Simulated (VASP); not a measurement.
A run of VASP 6.6.1:

File POSCAR:

```
Hf2S
1.0
    3.3817175036      0.0000000000      0.0000000000
   -1.6908587518      2.9286532666      0.0000000000
    0.0000000000      0.0000000000     11.7396967603
Hf S
4 2
Direct
    0.6666666667      0.3333333333      0.8997461220
    0.3333333333      0.6666666667      0.3997461220
    0.6666666667      0.3333333333      0.6002538780
    0.3333333333      0.6666666667      0.1002538780
    0.0000000000      0.0000000000      0.7500000000
    0.0000000000      0.0000000000      0.2500000000
```

INCAR.step1

```
SYSTEM = Hf2S
PREC = Accurate
ENCUT = 520
ISMEAR = 0
SIGMA = 0.1
LREAL = .FALSE.
LASPH = .TRUE.
NELM = 60
NBANDS = 35
GGA = PE
ALGO = Normal
EDIFF = 1E-4
LWAVE = .TRUE.
LCHARG = .FALSE.
```

File INCAR.step2:

```
SYSTEM = Hf2S
PREC = Accurate
ENCUT = 520
EDIFF = 1E-6
ISMEAR = 0
SIGMA = 0.1
LREAL = .FALSE.
LASPH = .TRUE.
NELM = 60
ALGO = Normal
ISIF = 2
LWAVE = .FALSE.
LCHARG = .TRUE.
METAGGA = R2SCAN
LMIXTAU = .TRUE.
LELF = .TRUE.
LVHAR = .TRUE.
NBANDS = 35
ISTART = 1
```

Contents of KPOINTS:

```
regular mesh
0
G
  12 12 4
  0 0 0
```

Potentials or basis: VASP PAW PBE potentials, release 64 (Hf_pv, S).

Launch:

```console
$ cat potpaw_PBE.64/Hf_pv/POTCAR potpaw_PBE.64/S/POTCAR > POTCAR
$ cp INCAR.step1 INCAR
$ mpirun -np 1 vasp_std > vasp.out
$ cp INCAR.step2 INCAR
$ mpirun -np 1 vasp_std > vasp.out
```

Hardware: 1 thread of Oxide Virtual Turin-like Processor (shared host).

**Question.** Estimate the wall time of this run.

**Answer.** Run time: 32 min on 1 thread of Oxide Virtual Turin-like Processor, on a shared host, peak memory 0.36 GiB. Counts: k points 57.
